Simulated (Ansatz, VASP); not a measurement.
ZnS: VASP beside Ansatz

File POSCAR:

```
ZnS
1.0
    3.7332026603      0.0000000000      0.0000000000
   -1.8666013302      3.2330483413      0.0000000000
    0.0000000000      0.0000000000      6.1067398017
Zn S
2 2
Direct
    0.6666666667      0.3333333333      0.5000000000
    0.3333333333      0.6666666667      0.0000000000
    0.6666666667      0.3333333333      0.8850000000
    0.3333333333      0.6666666667      0.3850000000
```

The input INCAR.step1:

```
SYSTEM = ZnS
PREC = Accurate
ENCUT = 520
ISMEAR = -1
SIGMA = 0.05
LREAL = .False.
LASPH = .True.
NELM = 60
NBANDS = 26
GGA = PE
ALGO = Normal
EDIFF = 1E-4
LWAVE = .True.
LCHARG = .False.
```

The input INCAR.step2:

```
SYSTEM = ZnS
PREC = Accurate
ENCUT = 520
EDIFF = 1E-7
ISMEAR = -1
SIGMA = 0.05
LREAL = .False.
LASPH = .True.
NELM = 60
ALGO = Normal
ISIF = 2
LWAVE = .False.
LCHARG = .False.
METAGGA = R2SCAN
LMIXTAU = .True.
IVDW = 13
VDW_S6 = 1.0
VDW_S8 = 0.6018749
VDW_A1 = 0.51559235
VDW_A2 = 5.77342911
NBANDS = 26
ISTART = 1
```

KPOINTS

```
Automatic mesh
0
Gamma
  8 8 5
  0 0 0
```

Contents of input.yaml:

```yaml
crystal:
  lattice:
    - [3.7332026603, 0.0, 0.0]
    - [-1.8666013302, 3.2330483413, 0.0]
    - [0.0, 0.0, 6.1067398017]
  atoms:
    - { symbol: Zn, position: [0.6666666667, 0.3333333333, 0.5] }
    - { symbol: Zn, position: [0.3333333333, 0.6666666667, 0.0] }
    - { symbol: S, position: [0.6666666667, 0.3333333333, 0.885] }
    - { symbol: S, position: [0.3333333333, 0.6666666667, 0.385] }
hamiltonian:
  xc: r2scan
  pseudopotentials: { kind: paw }
  dispersion: d4
kpoints:
  mp_grid: { grid: [8, 8, 5] }
scf:
  occupations: { method: fermi_dirac, width: 0.05 }
output:
  forces: true
  stress: true
  eigenvalues: true
  write_density: true
  write_potential: true
  elf: true
  volumetric_format: npy
```

Alike in both runs: task single point; functional r2SCAN; dispersion D4; k mesh 8 × 8 × 5; occupations fermi-dirac, width 0.05 eV; no spin polarisation.

```csv
,VASP,Ansatz
version,VASP 6.6.1,Ansatz 0.2.0
potentials or method,"VASP PAW PBE potentials, release 64 (Zn, S)",Ansatz PAW
plane-wave cutoff (eV),520,500
valence electrons in the cell,36,36
```

VASP gave:

```
gap on the k mesh at the Fermi level (eV)                     : 3.14
least direct gap on the mesh (eV)                             : 3.14
pressure (GPa)                                                : 4.8
traceless stress, the component that is largest in VASP (GPa) : -1.99
rms of the force components (eV/Å)                            : 0.237
```

Q: What did Ansatz give for the same quantities?

A: gap on the k mesh at the Fermi level (eV): 3.12; least direct gap on the mesh (eV): 3.12; pressure (GPa): 4.7; traceless stress, the component that is largest in VASP (GPa): -1.94; rms of the force components (eV/Å): 0.230.

VASP's potentials were made for PBE, not for r2SCAN. Atom by atom the forces differ by 0.007 eV/Å (rms over components).

Noted on Ansatz's run: odd divisions of the mesh miss points on the zone boundary, where band edges often lie, so the gap on the mesh can be too wide.
